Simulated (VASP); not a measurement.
Write the native input for VASP 6.6.1 that does the following.

* Task: single point
* Functional: PBEsol
* Potentials or basis: VASP PAW PBE potentials, release 64 (K_sv, H, Au_sv_GW)
* Cutoff: 540 eV
* k mesh: 6 × 6 × 2
* Occupations: fermi-dirac, width 0.05 eV
* Spin: no spin polarisation
* Dipole correction: no
* Further INCAR settings: ALGO = Normal; EDIFF = 1e-06; NBANDS = 29

The structure of K2H3Au lies in POSCAR:

```
K2H3Au
1.0
    3.6329793554      0.9471522160      0.2985807970
   -0.9798093143      3.6218084029     -0.3165088690
    0.8488850640     -0.4555436815      7.9987201121
K H Au
2 3 1
Direct
    0.5921382047      0.4098463163      0.2468112341
    0.4070872603      0.5942087195      0.7689654005
    0.8737066002      0.1279177531      0.8926927373
    0.1599943709      0.8421176865      0.1005355551
   -0.0468690888      0.0487387742     -0.0329764369
   -0.0079006336      0.0095235813      0.5230076092
```

One way to write it, as run:

INCAR

```
ALGO     = Normal         # electronic algorithm
EDIFF    = 1E-6           # SCF threshold, eV
ENCUT    = 540            # plane-wave cutoff, eV
GGA      = PS             # functional
GGA_COMPAT= F            
ISIF     = 2              # what is computed and relaxed
ISMEAR   = -1             # smearing method
LASPH    = T              # aspherical terms in the spheres
LCHARG   = F              # write CHGCAR
LREAL    = F              # projectors in reciprocal space
LWAVE    = F              # write WAVECAR
NBANDS   = 29             # bands
NELM     = 120            # most SCF steps
PREC     = Accurate       # precision mode
SIGMA    = 0.05           # smearing width, eV
```

KPOINTS

```
k-points
0
Gamma
  6 6 2
```

Potentials or basis: VASP PAW PBE potentials, release 64 (K_sv, H, Au_sv_GW).

Command:

```bash
$ cat potpaw_PBE.64/K_sv/POTCAR potpaw_PBE.64/H/POTCAR potpaw_PBE.64/Au_sv_GW/POTCAR > POTCAR
$ mpirun -np 1 vasp_std > vasp.out
```

It gave:

```
Pressure               : -0.1 GPa
Largest force          : 0.006 eV/Å
Band gap on the k mesh : 0.46 eV (least direct gap 1.70 eV)
```

Caveat: the PAW data sets were made with another functional, which shifts forces and pressure a little; spin-orbit coupling is left out, which moves the levels of the heavy elements.

It took 3.2 min on 1 thread of Intel(R) Xeon(R) Platinum 8375C CPU @ 2.90GHz (Ice Lake) (shared host), peak memory 0.31 GiB.
